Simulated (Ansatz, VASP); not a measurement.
## Two plane-wave programs on Cs

The input INCAR:

```
PREC     = Accurate       # precision mode
ENCUT    = 500            # plane-wave cutoff, eV
EDIFF    = 1E-6           # SCF threshold, eV
ISMEAR   = -1             # smearing method
SIGMA    = 0.05           # smearing width, eV
LREAL    = False          # projectors in reciprocal space
LASPH    = True           # aspherical terms in the spheres
NELM     = 120            # most SCF steps
ALGO     = Normal         # electronic algorithm
ISIF     = 2              # what is computed and relaxed
LWAVE    = False          # write WAVECAR
LCHARG   = False          # write CHGCAR
GGA      = PS             # functional
NBANDS   = 10             # bands
GGA_COMPAT= False
```

Contents of KPOINTS:

```
Automatic mesh
0
Gamma
  9 9 9
```

Contents of POSCAR:

```
Cs
1.0
   -2.2269952225      2.2269952225      2.2269952225
    2.2269952225     -2.2269952225      2.2269952225
    2.2269952225      2.2269952225     -2.2269952225
Cs
1
Direct
    0.0000000000      0.0000000000      0.0000000000
```

Input for Ansatz:

```yaml
crystal:
  lattice:
    - [-2.2269952225, 2.2269952225, 2.2269952225]
    - [2.2269952225, -2.2269952225, 2.2269952225]
    - [2.2269952225, 2.2269952225, -2.2269952225]
  atoms:
    - { symbol: Cs, position: [0.0, 0.0, 0.0] }
kpoints:
  mp_grid: { grid: [9, 9, 9] }
  band_path:
    path:
      - [0.0, 0.0, 0.0]
      - [0.5, -0.5, 0.5]
      - [0.0, 0.0, 0.5]
      - [0.0, 0.0, 0.0]
      - [0.25, 0.25, 0.25]
      - [0.5, -0.5, 0.5]
      - [0.25, 0.25, 0.25]
      - [0.0, 0.0, 0.5]
    npoints: 8
scf:
  occupations: { method: fermi_dirac, width: 0.05 }
  lower_state_search: light
hamiltonian:
  xc: pbesol
  pseudopotentials: { kind: paw }
output:
  forces: true
  stress: true
  eigenvalues: true
  populations: true
```

Alike in both runs: task single point; functional PBEsol; k mesh 9 × 9 × 9; occupations fermi-dirac, width 0.05 eV; no spin polarisation.

```csv
,VASP,Ansatz
version,VASP 6.6.1,Ansatz 0.2.0
potentials or method,"VASP PAW PBE potentials, release 64 (Cs_sv)","PAW with Ansatz's default frozen-core files, scalar-relativistic"
plane-wave cutoff (eV),500,420
valence electrons in the cell,9,9
```

VASP gave:

```
gap on the k mesh at the Fermi level (eV) : none
pressure (GPa)                            : 5.5
```

Which values does Ansatz return?

gap on the k mesh at the Fermi level (eV): none; pressure (GPa): 5.4.

VASP's potentials were made for PBE, not for PBEsol. A gap of «none» marks a metal or a gap that the smearing closes.

Spin-orbit coupling is off throughout.
